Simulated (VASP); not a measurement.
SnTe: single point with PBEsol

The system is SnTe.

```
Sn Te
1.0
     0.00000    3.18933    3.18933
     3.18933    0.00000    3.18933
     3.18933    3.18933    0.00000
Sn Te
1 1
Direct
  0.00000 0.00000 0.00000
  0.50000 0.50000 0.50000
```

```yaml
Program: VASP 6.6.1
Task: single point
Functional: PBEsol
Potentials_or_basis: VASP PAW PBE potentials, release 64 (Sn_d, Te)
Cutoff: 500 eV
k_mesh: 6 × 6 × 6
Occupations: fermi-dirac, width 0.02 eV
Spin: no spin polarisation
```

| Property | Result |
| --- | --- |
| Pressure | -1.9 GPa |
| Band gap on the k mesh | 0.04 eV, direct |

Levels at points of the mesh, in eV from the valence-band top:
| k point | band 7 | band 8 | band 9 | band 10 | band 11 | band 12 | band 13 | band 14 |
| --- | --- | --- | --- | --- | --- | --- | --- | --- |
| (0.00, 0.00, 0.00) | -4.82 | -2.01 | -2.01 | -2.01 | 3.28 | 3.28 | 3.28 | 4.81 |
| (0.50, 0.00, 0.00) | -8.14 | -1.68 | -1.68 | 0.00 | 0.04 | 0.43 | 0.43 | 7.63 |
| (0.50, 0.50, 0.00) | -6.44 | -5.32 | -3.54 | -3.54 | 2.27 | 4.76 | 4.76 | 6.12 |

Run time: 40 s on 1 thread of Intel Xeon 8259CL (shared host), peak memory 0.2 GiB.

Caveat: the PAW data sets were made with another functional, which shifts forces and pressure a little; spin-orbit coupling is left out, which moves the levels of the heavy elements. A k mesh can miss the band edges.
